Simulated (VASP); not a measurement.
## Pd: relaxation of cell and atoms with PBE

Pd:

```xyz
8
Lattice="-3.2145 3.2145 3.2145 3.2145 -3.2145 3.2145 3.2145 3.2145 -3.2145" Properties=species:S:1:pos:R:3 pbc="T T T"
Pd    0.6622    0.6622    0.6622
Pd   -0.6622    2.5523    0.6622
Pd    0.6622   -0.6622    2.5523
Pd    2.5523    0.6622   -0.6622
Pd    2.5523    2.5523    2.5523
Pd    0.6622    3.8766   -0.6622
Pd   -0.6622    0.6622    3.8766
Pd    3.8766   -0.6622    0.6622
```

| Property | Result |
| --- | --- |
| Program | VASP 6.6.1 |
| Task | relaxation of cell and atoms |
| Functional | PBE |
| Potentials or basis | VASP PAW PBE potentials, release 64 (Pd) |
| Cutoff | 600 eV |
| k mesh | 4 × 4 × 4 |
| Occupations | gaussian, width 0.1 eV |
| Spin | no spin polarisation |
| Dipole correction | no |
| Further INCAR settings | ALGO = Fast; EDIFF = 1e-06; IBRION = 2; EDIFFG = -0.04; NSW = 90; ISIF = 3 |

```json
{
  "Relaxed volume": "20.45 Å³/atom",
  "Relaxed cell": "a = 5.968 Å, b = 5.968 Å, c = 5.968 Å, α = 109.47°, β = 109.47°, γ = 109.47°",
  "Space group after relaxing (to 0.1 Å)": "Ia-3 (No. 206)",
  "Energy gained by relaxing": "486.7 meV/atom",
  "Ionic steps": "10",
  "Pressure after relaxing": "-0.3 GPa",
  "Largest force after relaxing": "0.028 eV/Å",
  "Band gap on the k mesh": "zero (bands 40 and 41 overlap by 0.32 eV)"
}
```

Forces on the atoms (eV/Å):
```
Pd   0.016  0.016  0.016
Pd  -0.016 -0.016  0.016
Pd   0.016 -0.016 -0.016
Pd  -0.016  0.016 -0.016
Pd  -0.016 -0.016 -0.016
Pd   0.016  0.016 -0.016
Pd  -0.016  0.016  0.016
Pd   0.016 -0.016  0.016
```

The path:
```tsv
step	energy change (eV)	largest force (eV/Å)	pressure (GPa)	volume (Å³)
1	0.0000	2.6752	39.65	132.86
2	-0.2867	0.2270	-12.22	228.58
3	-3.7764	0.2311	-2.33	169.74
4	-3.7941	0.2808	-1.29	167.66
5	-3.7976	0.3182	-0.53	166.22
6	-3.8314	0.2518	-0.12	164.94
7	-3.8744	0.1214	1.24	161.49
8	-3.8910	0.0409	-0.45	164.08
9	-3.8910	0.0464	-0.37	163.94
10	-3.8937	0.0282	-0.25	163.60
```

Final structure:
```
CELL_PARAMETERS angstrom
-3.44544 3.44544 3.44544
3.44544 -3.44544 3.44544
3.44544 3.44544 -3.44544
ATOMIC_POSITIONS crystal
Pd 0.22956 0.22956 0.22956
Pd 0.50000 0.00000 0.27044
Pd 0.27044 0.50000 0.00000
Pd 0.00000 0.27044 0.50000
Pd 0.77044 0.77044 0.77044
Pd 0.50000 0.00000 0.72956
Pd 0.72956 0.50000 0.00000
Pd 0.00000 0.72956 0.50000
```

Levels at points of the mesh, in eV from the Fermi level:
```csv
k point,band 36,band 37,band 38,band 39,band 40,band 41,band 42,band 43,band 44,band 45
"(0.00, 0.00, 0.00)",-0.81,-0.81,-0.81,0.22,0.22,0.22,3.36,3.36,3.45,3.45
"(0.50, 0.00, 0.00)",-0.48,-0.26,-0.26,-0.11,-0.11,0.07,0.07,1.05,1.05,2.38
"(0.50, 0.50, 0.50)",-0.89,0.11,0.11,0.11,0.13,0.13,0.15,0.15,0.49,0.49
```

Run time: 8.5 min on 1 thread of Intel(R) Xeon(R) Platinum 8488C (Sapphire Rapids) (shared host), peak memory 0.36 GiB.

Caveat: the volume moved by over 15 % at a fixed basis, so the end points are rough.
